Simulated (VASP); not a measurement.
Tl4BrCl3, 16 atoms in the cell. The typed cell holds 16 atoms: a = 6.963 Å, b = 6.963 Å, c = 11.357 Å, α = 90.00°, β = 90.00°, γ = 109.44°.  This cell differs from its parent crystal: dynamics (nvt langevin) at 1800 K, volume x 1.06, from the last frame before.

* Program: VASP 6.6.1
* Task: single point
* Functional: PBEsol
* Potentials or basis: VASP PAW PBE potentials, release 64 (Tl_d, Br, Cl)
* Cutoff: 520 eV
* k mesh: 2 × 2 × 1, shifted
* Occupations: fermi-dirac, width 0.1551 eV
* Spin: no spin polarisation
* Dipole correction: no
* Further INCAR settings: LREAL = Auto; ALGO = Normal; EDIFF = 1e-07; NBANDS = 94

Potentials or basis: VASP PAW PBE potentials, release 64 (Tl_d, Br, Cl).

The run is started by

```bash
$ cat potpaw_PBE.64/Tl_d/POTCAR potpaw_PBE.64/Br/POTCAR potpaw_PBE.64/Cl/POTCAR > POTCAR
$ mpirun -np 1 vasp_std > vasp.out
```

Hardware: 1 thread of Intel(R) Xeon(R) Platinum 8488C (Sapphire Rapids), on a shared host.

Q: Estimate the wall time of this run.

A: Wall time 2.5 min on 1 thread of Intel(R) Xeon(R) Platinum 8488C (Sapphire Rapids), on a shared host, peak memory 0.52 GiB. Counts: scf iterations 17, k points 2.
